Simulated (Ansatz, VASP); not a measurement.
**One calculation of Ti, two programs**

```
CELL_PARAMETERS angstrom
-1.67519 1.67519 1.67519
1.67519 -1.67519 1.67519
1.67519 1.67519 -1.67519
ATOMIC_POSITIONS crystal
Ti 0.00000 0.00000 0.00000
```

Alike in both runs: task single point; functional PBE; k mesh 22 × 22 × 22; occupations gaussian, width 0.15 eV; no spin polarisation.

|  | VASP | Ansatz |
| --- | --- | --- |
| version | VASP 6.6.1 | Ansatz 0.2.0 |
| potentials or method | VASP PAW PBE potentials, release 64 (Ti_sv), cutoff 520 eV | scalar-relativistic, plane waves, PAW |
| valence electrons in the cell | 12 | 12 |

|  | VASP | Ansatz | Ansatz less VASP |
| --- | --- | --- | --- |
| gap on the k mesh at the Fermi level (eV) | none | none | - |
| pressure (GPa) | -8.0 | -7.8 | +0.15 |

A gap of «none» marks a metal or a gap that the smearing closes.
